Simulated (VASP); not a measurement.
Wanted: the native input for a VASP 6.6.1 run.

```yaml
Task: single point
Functional: PBE
Potentials_or_basis: VASP PAW PBE potentials, release 64 (Ba_sv, Ti_sv, O)
Cutoff: 520 eV
k_mesh: 6 × 6 × 6
Occupations: gaussian, width 0.01 eV
Spin: no spin polarisation
Hubbard_terms: Ti d U = 3.0 eV
Dipole_correction: no
Further_INCAR_settings: ALGO = Normal; EDIFF = 1e-06; NBANDS = 28
```

The structure of BaTiO3 lies in POSCAR:

```
BaTiO3
1.0
    3.9998000000      0.0000000000      0.0000000000
    0.0000000000      3.9998000000      0.0000000000
    0.0000000000      0.0000000000      4.0180000000
Ba Ti O
1 1 3
Direct
    0.0000000000      0.0000000000      0.0000000000
    0.5000000000      0.5000000000      0.4900000000
    0.5000000000      0.5000000000      0.0190000000
    0.5000000000      0.0000000000      0.5170000000
    0.0000000000      0.5000000000      0.5170000000
```

One way to write it, as run:

INCAR

```
SYSTEM = BaTiO3
  ALGO = Normal
  EDIFF = 1E-6
  ENCUT = 520
  GGA = PE
  ISIF = 2
  ISMEAR = 0
  LASPH = .True.
  LCHARG = .False.
  LDAU = .True.
  LDAUJ = 0 0 0
  LDAUL = -1 2 -1
  LDAUPRINT = 1
  LDAUTYPE = 2
  LDAUU = 0 3 0
  LMAXMIX = 4
  LREAL = .False.
  LWAVE = .False.
  NBANDS = 28
  NELM = 150
  PREC = Accurate
  SIGMA = 0.01
```

KPOINTS

```
k-points
0
Gamma
  6 6 6
  0 0 0
```

Potentials or basis: VASP PAW PBE potentials, release 64 (Ba_sv, Ti_sv, O).

Command:

```bash
$ cat potpaw_PBE.64/Ba_sv/POTCAR potpaw_PBE.64/Ti_sv/POTCAR potpaw_PBE.64/O/POTCAR > POTCAR
$ mpirun -np 1 vasp_std > vasp.out
```

Results of the run:

```yaml
Pressure: 6.7 GPa
Largest_force: 0.322 eV/Å
Band_gap_on_the_k_mesh: 2.12 eV, indirect (least direct gap 2.43 eV)
```

Caveat: spin-orbit coupling is left out, which moves the levels of the heavy elements.

Run time: 72 s on 1 thread of Intel Xeon 6975P-C, with other jobs on the host, peak memory 0.22 GiB.
